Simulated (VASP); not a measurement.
Write the native input for VASP 6.6.1 that does the following.

```
Task                   : single point
Functional             : PBE
Potentials or basis    : VASP PAW PBE potentials, release 64 (W_sv, C, In_d)
Cutoff                 : 520 eV
k mesh                 : 3 × 3 × 1
Occupations            : gaussian, width 0.05 eV
Spin                   : no spin polarisation
Dipole correction      : no
Further INCAR settings : LREAL = Auto; ALGO = Normal; EDIFF = 1e-07; NBANDS = 92
```

The structure of InW8C8 lies in POSCAR:

```
InW8C8
1.0
    5.8006000000      0.0000000000      0.0000000000
   -2.9003000000      5.0234670000      0.0000000000
    0.0000000000      0.0000000000     15.2466500000
W C In
8 8 1
Direct
    0.0000000000      0.0000000000      0.0655881784
   -0.0041418837     -0.0036683828      0.2512738208
    0.0000000498      0.5000000995      0.0655881784
   -0.0024302705      0.4974154304      0.2543234087
    0.5000000000      0.0000000000      0.0655881784
    0.4973413553     -0.0004857203      0.2542982885
    0.5000000498      0.5000000995      0.0655881784
    0.4952107200      0.4977482683      0.2544106410
    0.3336376803      0.1675587796      0.1520892130
    0.3225775655      0.1539580135      0.3306437808
    0.3327121318      0.6662565913      0.1522646614
    0.3276613166      0.6640748312      0.3285490255
    0.8326339480      0.1674783571      0.1519660384
    0.8241088015      0.1538552956      0.3306894301
    0.8326594361      0.6664118626      0.1520049978
    0.8272476416      0.6618948627      0.3269042708
    1.0730321519      1.1572865911      0.4516287184
```

These files were run (other wordings do the same):

INCAR

```
SYSTEM = InW8C8
  PREC = Accurate
  ENCUT = 520
  EDIFF = 1E-7
  ISMEAR = 0
  SIGMA = 0.05
  LREAL = Auto
  LASPH = .True.
  NELM = 100
  ALGO = Normal
  ISIF = 2
  LWAVE = .False.
  LCHARG = .False.
  GGA = PE
  NBANDS = 92
```

KPOINTS

```
regular mesh
0
Gamma
  3 3 1
  0 0 0
```

Potentials or basis: VASP PAW PBE potentials, release 64 (W_sv, C, In_d).

The run is started by

```sh
$ cat potpaw_PBE.64/W_sv/POTCAR potpaw_PBE.64/C/POTCAR potpaw_PBE.64/In_d/POTCAR > POTCAR
$ mpirun -np 1 vasp_std > vasp.out
```

It gave:

* Largest force: 0.317 eV/Å

Caveat: the k points lie up to 0.42 Å⁻¹ apart.

Run time: 5.4 min on 1 thread of Intel(R) Xeon(R) 6975P-C (Granite Rapids) (shared host), peak memory 0.63 GiB.
